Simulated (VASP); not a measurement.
# B (P6_422) in VASP: further runs, part 2 of 2

VASP 6.6.1. The steps go on from the part before.

## 3. Single point, PBE

This run uses another cell than the first one, of 7.05 Å³/atom, 1.116 times its volume.

INCAR

```
SYSTEM = B
PREC = Accurate
ENCUT = 500
EDIFF = 1E-6
ISMEAR = 0
SIGMA = 0.1
LREAL = .FALSE.
LASPH = .TRUE.
NELM = 120
ALGO = Normal
ISIF = 2
LWAVE = .FALSE.
LCHARG = .FALSE.
GGA = PE
NBANDS = 12
GGA_COMPAT = .FALSE.
```

KPOINTS

```
Automatic mesh
0
G
  6 6 6
  0 0 0
```

POSCAR

```
B
1.0
    2.5252310449     -0.0000000027      0.0000000000
   -1.2626155201      2.1869142366      0.0000000000
    0.0000000000      0.0000000000      3.8315688569
B
3
Direct
    0.0000000000      0.5000000000      0.3333333333
    0.5000000000      0.5000000000      0.6666666667
    0.5000000000      0.0000000000      0.0000000000
```

Potentials or basis: VASP PAW PBE potentials, release 64 (B).

Command:

```sh
$ cat potpaw_PBE.64/B/POTCAR > POTCAR
$ mpirun -np 1 vasp_std > vasp.out
```

OUTCAR:

```text
SYSTEM = B
   PREC = Accurate
   ENCUT = 500
   EDIFF = 1E-6
   ISMEAR = 0
   LREAL = .FALSE.
   LASPH = .TRUE.
   NELM = 120
   ISIF = 2
   GGA = PE

 ion  position               nearest neighbor table
   1  0.000  0.500  0.333-   3 1.80   3 1.80   2 1.80   2 1.80
   2  0.500  0.500  0.667-   3 1.80   3 1.80   1 1.80   1 1.80
   3  0.500  0.000  0.000-   2 1.80   2 1.80   1 1.80   1 1.80

  LATTYP: Found a hexagonal cell.
 ALAT       =     2.5252310449
 C/A-ratio  =     1.5173141739

  Lattice vectors:

 A1 = (   2.5252310449,  -0.0000000027,   0.0000000000)
 A2 = (  -1.2626155201,   2.1869142366,   0.0000000000)
 A3 = (   0.0000000000,   0.0000000000,   3.8315688569)

Analysis of symmetry for initial positions (statically):
=====================================================================
 Subroutine PRICEL returns:
 Original cell was already a primitive cell.

 Routine SETGRP: Setting up the symmetry group for a
 hexagonal supercell.

 Subroutine GETGRP returns: Found 12 space group operations
 (whereof  4 operations were pure point group operations)
 out of a pool of 24 trial point group operations.

The static configuration has the point symmetry D_2 .
 The point group associated with its full space group is D_6 .

Analysis of symmetry for dynamics (positions and initial velocities):
=====================================================================
 Subroutine PRICEL returns:
 Original cell was already a primitive cell.

 Routine SETGRP: Setting up the symmetry group for a
 hexagonal supercell.

 Subroutine GETGRP returns: Found 12 space group operations
 (whereof  4 operations were pure point group operations)
 out of a pool of 24 trial point group operations.

The dynamic configuration has the point symmetry D_2 .
 The point group associated with its full space group is D_6 .

[... 121 lines left out ...]
  volume/ion in A,a.u.               =       7.05        47.60
  Fermi-wavevector in a.u.,A,eV,Ry     =   1.231173  2.326580 20.623541  1.515788
  Thomas-Fermi vector in A             =   2.365993
   LORBIT       =      0    0 simple, 1 ext, 2 COOP (PROOUT), +10 PAW based schemes
   GGA     = PE    functional components
   LHFCALC =     F    Hartree Fock is set to
   AEXX    =    0.0000 exact exchange contribution
   IVDW    =     0    specifies the selected vdW correction
   LEPSILON=     F    determine dielectric tensor
   LRPA    =     F    only Hartree local field effects (RPA)
 non-spin polarized calculation
 Gauss-broadening in eV      SIGMA  =   0.10
  energy-cutoff  :      500.00
  volume of cell :       21.16
 maximum number of plane-waves:       546
   NGX =  9   NGY =  9   NGZ = 13

 number of electron       9.0000001 magnetization

 Free energy of the ion-electron system (eV)
  ---------------------------------------------------
  ext. energy  EPLUGINS =         0.00000000
  ---------------------------------------------------
  free energy    TOTEN  =       -16.98191888 eV

  energy without entropy =      -16.97480429  energy(sigma->0) =      -16.97836158

 E-fermi :   7.0442     XC(G=0): -12.1050

 val. band max:        6.9927041405   @ k =   0.3333   0.1667   0.3333
 cond. band min:       7.0996136839   @ k =   0.1667   0.1667   0.3333
 fundamental gap:      0.1069095434
 Fermi energy:         7.0441870797

 k-point     1 :       0.0000    0.0000    0.0000
  band No.  band energies     occupation
      1      -8.7534      2.00000
      2      -0.8381      2.00000
      3      -0.8381      2.00000
      4       9.7418      0.00000
      5      12.5253      0.00000
      6      12.5253      0.00000
      7      18.7974      0.00000
      8      18.7974      0.00000
      9      19.7360      0.00000
     10      21.6975      0.00000
     11      22.3230      0.00000
     12      22.3230      0.00000
[... 331 lines left out ...]
 k-point    24 :       0.3333    0.0000    0.5000
  band No.  band energies     occupation
      1      -3.9840      2.00000
      2      -3.9212      2.00000
      3       3.8454      2.00000
      4       4.1908      2.00000
      5       8.1920      0.00000
      6       9.3251      0.00000
      7      13.1803      0.00000
      8      14.2477      0.00000
      9      16.9237      0.00000
     10      18.4722      0.00000
     11      19.4197      0.00000
     12      21.4965      0.00000

 [... further k-points ...]
[... 5 lines left out ...]
  --------------------------------------------------------------------------------------
  -------------------------------------------------------------------------------------
  Total        0.0165682      0.0165682     -0.0149637      0.0000000     -0.0000000     -0.0000000
  in kB        1.2545201      1.2545201     -1.1330263      0.0000000     -0.0000000     -0.0000000
  external PRESSURE =       0.4586713 kB  Pullay stress =       0.0000000 kB

 VOLUME and BASIS-vectors are now :
 -----------------------------------------------------------------------------
  energy-cutoff  :      500.00
  volume of cell :       21.16
      direct lattice vectors                 reciprocal lattice vectors
     2.525231045 -0.000000003  0.000000000     0.396003369  0.228632651  0.000000000
    -1.262615520  2.186914237  0.000000000     0.000000000  0.457265303  0.000000000
     0.000000000  0.000000000  3.831568857     0.000000000  0.000000000  0.260989698

 POSITION                                       TOTAL-FORCE (eV/Angst)
 -----------------------------------------------------------------------------------
     -0.63131      1.09346      1.27719        -0.000000     -0.000000     -0.000000
      0.63131      1.09346      2.55438         0.000000     -0.000000      0.000000
      1.26262     -0.00000      0.00000         0.000000      0.000000     -0.000000
 -----------------------------------------------------------------------------------
    total drift:                               -0.000000     -0.000000     -0.000000

  FREE ENERGIE OF THE ION-ELECTRON SYSTEM (eV)
  ---------------------------------------------------
  free  energy   TOTEN  =       -16.9819188790 eV

  energy  without entropy=      -16.9748042892  energy(sigma->0) =      -16.97836158
```

stdout:

```text
POSCAR found type information on POSCAR B
 POSCAR found :  1 types and       3 ions
 scaLAPACK will be used
 LDA part: xc-table for (Slater+PW92), standard interpolation
 POSCAR, INCAR and KPOINTS ok, starting setup
 FFT: planning ... GRIDC
 FFT: planning ... GRID_SOFT
 FFT: planning ... GRID
 WAVECAR not read
 entering main loop
```

It took 4.1 s on 1 thread of Intel Xeon Platinum 8375C at 2.90GHz (Ice Lake), shared host; peak memory 0.12 GiB.

What came out:

```yaml
Free_energy: -16.9819 eV
Pressure: 0.0 GPa
```

Stress tensor (GPa, compression positive):
```
 0.13  0.00  0.00
 0.00  0.13  0.00
 0.00  0.00 -0.11
```

Levels at points of the mesh, in eV from the Fermi level:
```
           k point  band 1  band 2  band 3  band 4  band 5  band 6  band 7  band 8
(0.00, 0.00, 0.00)  -15.80   -7.88   -7.88    2.70    5.48    5.48   11.75   11.75
(0.50, 0.00, 0.00)   -9.66   -9.28   -4.06   -3.12   -0.47    0.89    2.53    4.30
(0.00, 0.00, 0.50)  -13.77  -13.77   -1.60    4.50    4.50    5.21    8.26    9.80
(0.50, 0.00, 0.50)   -8.36   -7.79   -7.27   -6.64    1.45    1.61    6.60    7.44
```

Caveat: the k points lie up to 0.48 Å⁻¹ apart.

## 4. Relaxation of cell and atoms, PBE

INCAR

```
ALGO = Normal ; EDIFF = 1E-7
EDIFFG = -0.04 ; ENCUT = 500
GGA = PE ; GGA_COMPAT = F
IBRION = 2 ; ISIF = 3
ISMEAR = 0 ; LASPH = T
LCHARG = F ; LREAL = F
LWAVE = F ; NELM = 120
NELMIN = 4 ; NSW = 90
PREC = Accurate ; SIGMA = 0.1
```

KPOINTS

```
k-points
0
Gamma
  6 6 6
```

POSCAR

```
B
1.0
    2.7138144100      0.0000000000      0.0000000000
   -1.3569072000      2.3502322200      0.0000000000
    0.0000000000      0.0000000000      2.9716705000
B
3
Direct
    0.0000000000      0.5000000000      0.3333333300
    0.5000000000      0.5000000000      0.6666666700
    0.5000000000      0.0000000000      0.0000000000
```

Command:

```sh
$ cat potpaw_PBE.64/B/POTCAR > POTCAR
$ mpirun -np 1 vasp_std > vasp.out
```

Wall time 30 s (1 thread of Intel Xeon Platinum 8375C at 2.90GHz (Ice Lake), shared host); peak memory 0.12 GiB.

Results (log left out):

- Free energy: -16.9767 eV
- Relaxed volume: 7.05 Å³/atom
- Relaxed cell: a = 2.527 Å, b = 2.527 Å, c = 3.825 Å, α = 90.00°, β = 90.00°, γ = 120.00°
- Space group after relaxing (to 0.05 Å): P6_422 (No. 181)
- Energy gained by relaxing: 320.0 meV/atom
- Ionic steps: 18
- Pressure after relaxing: 0.0 GPa

The path:
```csv
step,energy change (eV),largest force (eV/Å),pressure (GPa),volume (Å³)
1,0.0000,0.0000,53.19,18.95
2,-0.4904,0.0000,-16.04,25.30
3,-0.6095,0.0000,-0.52,23.02
4,-0.6094,0.0000,-1.25,23.11
5,-0.6249,0.0000,-1.36,23.04
6,-0.7450,0.0000,-0.99,22.80
7,-0.8815,0.0000,-1.31,22.18
8,-0.7590,0.0000,-1.04,20.45
9,-0.9217,0.0000,-1.75,21.83
10,-0.9450,0.0000,-2.65,21.18
11,-0.9551,0.0000,-2.43,21.52
12,-0.9579,0.0000,-2.53,21.41
13,-0.9575,0.0000,-2.49,21.46
14,-0.9301,0.0000,10.61,20.20
15,-0.9597,0.0000,0.10,21.18
16,-0.9597,0.0000,0.16,21.17
17,-0.9595,0.0000,-0.18,21.13
18,-0.9599,0.0000,0.02,21.16
```

Final structure:
```xyz
3
Lattice="2.5273 0.0000 0.0000 -1.2636 2.1887 0.0000 0.0000 0.0000 3.8248" Properties=species:S:1:pos:R:3 pbc="T T T"
B    -0.6318    1.0943    1.2749
B     0.6318    1.0943    2.5499
B     1.2636    0.0000    0.0000
```

Levels at points of the mesh, in eV from the Fermi level:
```tsv
k point	band 1	band 2	band 3	band 4	band 5	band 6	band 7	band 8
(0.00, 0.00, 0.00)	-15.79	-7.85	-7.85	2.66	5.46	5.46	11.76	11.76
(0.50, 0.00, 0.00)	-9.66	-9.28	-4.04	-3.10	-0.45	0.88	2.56	4.30
(0.00, 0.00, 0.50)	-13.76	-13.76	-1.55	4.47	4.47	5.19	9.79	9.79
(0.50, 0.00, 0.50)	-8.36	-7.78	-7.27	-6.63	1.44	1.62	6.59	7.48
```

Caveat: the k points lie up to 0.48 Å⁻¹ apart in the final cell.

## 5. Summary

| task | cell | cutoff (eV) | gap on the mesh (eV) | pressure (GPa) |
| --- | --- | --- | --- | --- |
| single point | a = 2.714, b = 2.714, c = 2.972 Å, angles 90.0, 90.0, 120.0°, 3 atoms | 520 | none | 53.2 |
| single point | a = 2.525, b = 2.525, c = 3.832 Å, angles 90.0, 90.0, 120.0°, 3 atoms | 500 | none | 0.0 |
| relaxation of cell and atoms | relaxed from a = 2.714, b = 2.714, c = 2.972 Å, angles 90.0, 90.0, 120.0°, 3 atoms | 500 | none | 0.0 |

Alike in all rows: level PBE; potentials or basis VASP PAW PBE potentials, release 64 (B); no spin polarisation; k mesh 6 × 6 × 6; smearing gaussian 0.1 eV.

Caveats: all runs use coarse meshes.

Absolute energies hang on the potentials; compare differences alone.
